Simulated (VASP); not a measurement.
# Pd (Fm-3m) in VASP: a series of runs, part 2 of 2

VASP 6.6.1. Earlier steps stand in the parts before.

### 3 Single point, PBE

This run uses another cell than the first one, of 15.32 Å³/atom.

INCAR reads:

```
SYSTEM = Pd
PREC = Accurate
ENCUT = 520
EDIFF = 1E-6
ISMEAR = -1
SIGMA = 0.06122561905347299
LREAL = .FALSE.
LASPH = .TRUE.
NELM = 80
ALGO = Normal
ISIF = 2
LWAVE = .FALSE.
LCHARG = .FALSE.
GGA = PE
NBANDS = 11
```

KPOINTS reads:

```
regular mesh
0
G
  24 24 24
  0 0 0
```

POSCAR reads:

```
Pd
1.0
    0.0000000000      1.9710879955      1.9710879955
    1.9710879955      0.0000000000      1.9710879955
    1.9710879955      1.9710879955      0.0000000000
Pd
1
Direct
    0.0000000000      0.0000000000      0.0000000000
```

Potentials or basis: VASP PAW PBE potentials, release 64 (Pd).

Command:

```bash
$ cat potpaw_PBE.64/Pd/POTCAR > POTCAR
$ mpirun -np 1 vasp_std > vasp.out
```

OUTCAR:

```text
SYSTEM = Pd
   PREC = Accurate
   ENCUT = 520
   EDIFF = 1E-6
   ISMEAR = -1
   LREAL = .FALSE.
   LASPH = .TRUE.
   NELM = 80
   ISIF = 2
   GGA = PE

 ion  position               nearest neighbor table
   1  0.000  0.000  0.000-

  LATTYP: Found a face centered cubic cell.
 ALAT       =     3.9421759910

  Lattice vectors:

 A1 = (   0.0000000000,   1.9710879955,   1.9710879955)
 A2 = (   1.9710879955,   0.0000000000,   1.9710879955)
 A3 = (   1.9710879955,   1.9710879955,   0.0000000000)

Analysis of symmetry for initial positions (statically):
=====================================================================
 Subroutine PRICEL returns:
 Original cell was already a primitive cell.

 Routine SETGRP: Setting up the symmetry group for a
 face centered cubic supercell.

 Subroutine GETGRP returns: Found 48 space group operations
 (whereof 48 operations were pure point group operations)
 out of a pool of 48 trial point group operations.

The static configuration has the point symmetry O_h .

Analysis of symmetry for dynamics (positions and initial velocities):
=====================================================================
 Subroutine PRICEL returns:
 Original cell was already a primitive cell.

 Routine SETGRP: Setting up the symmetry group for a
 face centered cubic supercell.

 Subroutine GETGRP returns: Found 48 space group operations
 (whereof 48 operations were pure point group operations)
 out of a pool of 48 trial point group operations.

The dynamic configuration has the point symmetry O_h .

 Subroutine INISYM returns: Found 48 space group operations
 (whereof 48 operations are pure point group operations),
 and found     1 'primitive' translations

----------------------------------------------------------------------------------------

                                     Primitive cell

  volume of cell :      15.3161

  direct lattice vectors                    reciprocal lattice vectors
     0.000000000  1.971087996  1.971087996    -0.253667011  0.253667011  0.253667011
     1.971087996  0.000000000  1.971087996     0.253667011 -0.253667011  0.253667011
     1.971087996  1.971087996  0.000000000     0.253667011  0.253667011 -0.253667011

  length of vectors
     2.787539376  2.787539376  2.787539376     0.439364151  0.439364151  0.439364151

  position of ions in fractional coordinates (direct lattice)
     0.000000000  0.000000000  0.000000000

  ion indices of the primitive-cell ions
   primitive index   ion index
                 1           1

----------------------------------------------------------------------------------------

 KPOINTS: regular mesh

Automatic generation of k-mesh.
 Grid dimensions read from file:
 generate k-points for:   24   24   24

 Generating k-lattice:

  Cartesian coordinates                     Fractional coordinates (reciprocal lattice)
    -0.010569459  0.010569459  0.010569459     0.041666667  0.000000000  0.000000000
     0.010569459 -0.010569459  0.010569459     0.000000000  0.041666667  0.000000000
     0.010569459  0.010569459 -0.010569459     0.000000000  0.000000000  0.041666667

  Length of vectors
     0.018306840  0.018306840  0.018306840

  Shift w.r.t. Gamma in fractional coordinates (k-lattice)
     0.000000000  0.000000000  0.000000000

 Subroutine IBZKPT returns following result:
 ===========================================

 Found    413 irreducible k-points:

 Following reciprocal coordinates:
            Coordinates               Weight
  0.000000  0.000000  0.000000      1.000000
  0.041667  0.000000  0.000000      8.000000
  0.083333  0.000000  0.000000      8.000000
  0.125000  0.000000  0.000000      8.000000
  0.166667  0.000000  0.000000      8.000000
  0.208333  0.000000  0.000000      8.000000
[... 16 lines left out ...]
  0.416667  0.041667  0.000000     24.000000
  0.458333  0.041667  0.000000     24.000000
 [... further k-points ...]
   k-points           NKPTS =    413   k-points in BZ     NKDIM =    413   number of bands    NBANDS=     11
   number of dos      NEDOS =    301   number of ions     NIONS =      1
   total plane-waves  NPLWV =  13824
   dimension x,y,z NGX =    24 NGY =   24 NGZ =   24
   dimension x,y,z NGXF=    48 NGYF=   48 NGZF=   48
   ions per type =               1
   NGX,Y,Z   is equivalent  to a cutoff of  14.31, 14.31, 14.31 a.u.
   NGXF,Y,Z  is equivalent  to a cutoff of  28.63, 28.63, 28.63 a.u.
 SYSTEM =  Pd
   PREC   = accura    normal or accurate (medium, high low for compatibility)
   ISTART =      0    job   : 0-new  1-cont  2-samecut
   ICHARG =      2    charge: 1-file 2-atom 10-const
   ISPIN  =      1    spin polarized calculation?
   LNONCOLLINEAR =      F non collinear calculations
   LSORBIT =      F    spin-orbit coupling
   LASPH  =      T    aspherical Exc in radial PAW
   ENCUT  =  520.0 eV  38.22 Ry    6.18 a.u.   5.18  5.18  5.18*2*pi/ulx,y,z
   NELM   =     80;   NELMIN=  2; NELMDL= -5     # of ELM steps
   EDIFF  = 0.1E-05   stopping-criterion for ELM
   LREAL  =      F    real-space projection
   EDIFFG = 0.1E-04   stopping-criterion for IOM
   NSW    =      0    number of steps for IOM
   IBRION =     -1    ionic relax: 0-MD 1-quasi-New 2-CG
   NFREE  =      0    steps in history (QN), initial steepest desc. (CG)
   ISIF   =      2    stress and relaxation
   ISYM   =      2    0-nonsym 1-usesym 2-fastsym
   POTIM  = 0.5000    time-step for ionic-motion
   TEBEG  =    0.0;   TEEND  =   0.0 temperature during run
   PSTRESS=    0.0 pullay stress
   NELECT =      10.0000    total number of electrons
   NUPDOWN=      -1.0000    fix difference up-down
   EMIN   =  10.00;   EMAX   =-10.00  energy-range for DOS
   EFERMI =   0.00;   METHOD = LEGACY
   ISMEAR =    -1;   SIGMA  =   0.06  broadening in eV -4-tet -1-fermi 0-gaus
   EFERMI_NEDOS =   21; number of points for ismear=-14 and -15
   IALGO  =     38    algorithm
   IMIX   =      4    mixing-type and parameters
     AMIX     =   0.40;   BMIX     =  1.00
     AMIX_MAG =   1.60;   BMIX_MAG =  1.00
  volume/ion in A,a.u.               =      15.32       103.36
  Fermi-wavevector in a.u.,A,eV,Ry     =   1.420230  2.683846 27.443693  2.017055
  Thomas-Fermi vector in A             =   2.541168
   LORBIT       =      0    0 simple, 1 ext, 2 COOP (PROOUT), +10 PAW based schemes
   GGA     = PE    functional components
   LHFCALC =     F    Hartree Fock is set to
   AEXX    =    0.0000 exact exchange contribution
   IVDW    =     0    specifies the selected vdW correction
   LEPSILON=     F    determine dielectric tensor
   LRPA    =     F    only Hartree local field effects (RPA)
 non-spin polarized calculation
  energy-cutoff  :      520.00
  volume of cell :       15.32
 maximum number of plane-waves:       428
 NGX is ok and might be reduce to    24
   NGX = 11   NGY = 11   NGZ = 11

 number of electron      10.0000000 magnetization

 Free energy of the ion-electron system (eV)
  ---------------------------------------------------
  ext. energy  EPLUGINS =         0.00000000
  ---------------------------------------------------
  free energy    TOTEN  =        -5.23245596 eV

  energy without entropy =       -5.20477409  energy(sigma->0) =       -5.21861503

 E-fermi :   9.1714     XC(G=0): -12.9505

 val. band max:        9.1711059084   @ k =   0.3750   0.0833   0.0000
 cond. band min:       9.1734011176   @ k =   0.4583   0.1667   0.0000
 fundamental gap:      0.0022952092
 Fermi energy:         9.1714494939

 k-point     1 :       0.0000    0.0000    0.0000
  band No.  band energies     occupation
      1       2.3085      2.00000
      2       6.4907      2.00000
      3       6.4907      2.00000
      4       6.4907      2.00000
      5       8.0038      2.00000
      6       8.0038      2.00000
      7      26.3283      0.00000
      8      30.8902      0.00000
      9      30.8902      0.00000
     10      30.8902      0.00000
     11      35.4856      0.00000

 k-point     2 :       0.0417    0.0000    0.0000
  band No.  band energies     occupation
      1       2.3700      2.00000
      2       6.4692      2.00000
      3       6.5119      2.00000
      4       6.5119      2.00000
      5       7.9936      2.00000
      6       7.9936      2.00000
      7      26.3905      0.00000
      8      30.4353      0.00000
      9      30.9567      0.00000
     10      30.9567      0.00000
     11      35.5696      0.00000
[... 295 lines left out ...]
 k-point    24 :       0.4583    0.0417    0.0000
  band No.  band energies     occupation
      1       4.2145      2.00000
      2       6.4357      2.00000
      3       6.5127      2.00000
      4       8.6550      1.99957
      5       9.1084      1.47346
      6      10.1464      0.00000
      7      16.8569      0.00000
      8      25.8174      0.00000
      9      29.7181      0.00000
     10      30.0057      0.00000
     11      35.9046      0.00000

 [... further k-points ...]
[... 5 lines left out ...]
  --------------------------------------------------------------------------------------
  -------------------------------------------------------------------------------------
  Total       -0.0088737     -0.0088737     -0.0088737      0.0000000      0.0000000     -0.0000000
  in kB       -0.9282567     -0.9282567     -0.9282567      0.0000000      0.0000000     -0.0000000
  external PRESSURE =      -0.9282567 kB  Pullay stress =       0.0000000 kB

 VOLUME and BASIS-vectors are now :
 -----------------------------------------------------------------------------
  energy-cutoff  :      520.00
  volume of cell :       15.32
      direct lattice vectors                 reciprocal lattice vectors
     0.000000000  1.971087996  1.971087996    -0.253667011  0.253667011  0.253667011
     1.971087996  0.000000000  1.971087996     0.253667011 -0.253667011  0.253667011
     1.971087996  1.971087996  0.000000000     0.253667011  0.253667011 -0.253667011

 POSITION                                       TOTAL-FORCE (eV/Angst)
 -----------------------------------------------------------------------------------
      0.00000      0.00000      0.00000        -0.000000      0.000000      0.000000
 -----------------------------------------------------------------------------------
    total drift:                               -0.000000      0.000000     -0.000000

  FREE ENERGIE OF THE ION-ELECTRON SYSTEM (eV)
  ---------------------------------------------------
  free  energy   TOTEN  =        -5.2324559622 eV

  energy  without entropy=       -5.2047740944  energy(sigma->0) =       -5.21861503
```

OSZICAR:

```text
N       E                     dE             d eps       ncg     rms          rms(c)
DAV:   1     0.426475355446E+02    0.42648E+02   -0.51213E+03  9134   0.845E+02
DAV:   2    -0.492559463758E+01   -0.47573E+02   -0.45969E+02 10256   0.181E+02
DAV:   3    -0.549918112069E+01   -0.57359E+00   -0.57100E+00 10876   0.213E+01
DAV:   4    -0.550184823567E+01   -0.26671E-02   -0.26667E-02 10962   0.154E+00
DAV:   5    -0.550187851199E+01   -0.30276E-04   -0.30277E-04 11717   0.147E-01    0.697E+00
DAV:   6    -0.524354101713E+01    0.25834E+00   -0.11335E+00 11138   0.856E+00    0.341E+00
DAV:   7    -0.523566727727E+01    0.78737E-02   -0.10542E-02 11505   0.732E-01    0.185E+00
DAV:   8    -0.523245472201E+01    0.32126E-02   -0.95325E-04 11270   0.229E-01    0.560E-02
DAV:   9    -0.523245238156E+01    0.23404E-05   -0.35310E-05 11766   0.500E-02    0.180E-02
DAV:  10    -0.523245638509E+01   -0.40035E-05   -0.35354E-06 11045   0.173E-02    0.458E-03
DAV:  11    -0.523245596218E+01    0.42291E-06   -0.35832E-08  7297   0.196E-03
   1 F= -.52324560E+01 E0= -.52186150E+01  d E =-.276819E-01
```

Run time: 72 s. Hardware: 1 thread of Intel Xeon 8259CL, shared host; peak memory 0.2 GiB.

What came out:

- Free energy: -5.2325 eV
- Pressure: -0.1 GPa
- Band gap on the k mesh: zero (bands 5 and 6 overlap by 1.49 eV)

Levels at points of the mesh, in eV from the Fermi level:
```
           k point  band 3  band 4  band 5  band 6  band 7  band 8
(0.00, 0.00, 0.00)   -2.68   -2.68   -1.17   -1.17   17.16   21.72
(0.50, 0.00, 0.00)   -2.72   -0.04   -0.04    1.09    7.02   16.50
(0.50, 0.50, 0.00)   -0.07    0.26    0.26    3.34   10.38   12.99
```
